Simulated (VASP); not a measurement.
A run of VASP 6.6.1:

The input INCAR:

```
SYSTEM = Sb
ALGO     = Normal         ! electronic algorithm
EDIFF    = 1E-6           ! SCF threshold, eV
ENCUT    = 520            ! plane-wave cutoff, eV
GGA      = PE             ! functional
GGA_COMPAT= .False.      
ISIF     = 2              ! what is computed and relaxed
ISMEAR   = -1             ! smearing method
LASPH    = .True.         ! aspherical terms in the spheres
LCHARG   = .False.        ! write CHGCAR
LNONCOLLINEAR= .True.         ! non-collinear magnetism
LORBIT   = 11             ! projections on sites
LORBMOM  = .True.       
LREAL    = .False.        ! projectors in reciprocal space
LSORBIT  = .True.         ! spin-orbit coupling
LWAVE    = .False.        ! write WAVECAR
MAGMOM   = 0 0 0          ! initial moments
NBANDS   = 16             ! bands
NELM     = 150            ! most SCF steps
PREC     = Accurate       ! precision mode
SIGMA    = 0.15           ! smearing width, eV
```

File KPOINTS:

```
k-points
0
Gamma
  4 4 4
  0 0 0
```

Contents of POSCAR:

```
Sb
1.0
    0.0000000000      2.3957000000      2.3957000000
    2.3957000000      0.0000000000      2.3957000000
    2.3957000000      2.3957000000      0.0000000000
Sb
1
Direct
    0.0000000000      0.0000000000      0.0000000000
```

Potentials or basis: VASP PAW PBE potentials, release 64 (Sb).

Launch:

```bash
$ cat potpaw_PBE.64/Sb/POTCAR > POTCAR
$ mpirun -np 1 vasp_ncl > vasp.out
```

Hardware: 1 thread of Intel Xeon 6975P-C (shared host).

Question: How long does it take, and how much memory?

Answer: Run time: 11 s on 1 thread of Intel Xeon 6975P-C (shared host), peak memory 0.23 GiB. Counts: scf iterations 10, k points 8.
